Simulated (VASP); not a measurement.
Sb6Au:

```xyz
7
Lattice="0.0000 5.5321 5.5321 5.5321 0.0000 5.5321 5.5321 5.5321 0.0000" Properties=species:S:1:pos:R:3 pbc="T T T"
Sb    2.7660    5.5321    5.5321
Sb    8.2981    5.5321    5.5321
Sb    5.5321    2.7660    5.5321
Sb    5.5321    8.2981    5.5321
Sb    5.5321    5.5321    2.7660
Sb    5.5321    5.5321    8.2981
Au    0.0000    0.0000    0.0000
```

This cell differs from its parent crystal: atoms taken out.

| Property | Result |
| --- | --- |
| Program | VASP 6.6.1 |
| Task | relaxation of cell and atoms |
| Functional | PBE |
| Potentials or basis | VASP PAW PBE potentials, release 64 (Sb, Au) |
| Cutoff | 600 eV |
| k mesh | 4 × 4 × 4 |
| Occupations | gaussian, width 0.1 eV |
| Spin | no spin polarisation |

At the start: pressure -4.7 GPa; volume 48.37 Å³/atom.

Problem. How do energy, volume and symmetry change on relaxing?

Solution. Over 10 steps the energy falls by 477.5 meV/atom and the volume is 36.55 Å³/atom (-24.4 %); space group Fm-3m (No. 225, to 0.1 Å) before and after.

The path:
```csv
step,energy change (eV),largest force (eV/Å),pressure (GPa),volume (Å³)
1,0.0000,0.6526,-4.69,338.61
2,-1.3499,2.1857,0.33,273.89
3,-1.3644,2.3950,1.31,267.30
4,-2.3848,1.9647,2.94,245.53
5,-2.6309,0.8695,6.97,225.75
6,-2.6707,1.2954,5.46,231.41
7,-3.3390,0.1044,0.10,255.19
8,-3.3414,0.0557,-0.18,257.06
9,-3.3412,0.0689,-0.10,256.53
10,-3.3423,0.0345,0.03,255.88
```

Final structure:
```
Sb Au
1.0
     0.00000    5.03890    5.03890
     5.03890    0.00000    5.03890
     5.03890    5.03890    0.00000
Sb Au
6 1
Direct
  0.72169 0.27831 0.27831
  0.27831 0.72169 0.72169
  0.27831 0.72169 0.27831
  0.72169 0.27831 0.72169
  0.27831 0.27831 0.72169
  0.72169 0.72169 0.27831
  0.00000 0.00000 0.00000
```

Caveat: the cell differs from its parent crystal (atoms taken out); the volume moved by over 15 % at a fixed basis, so the end points are rough.
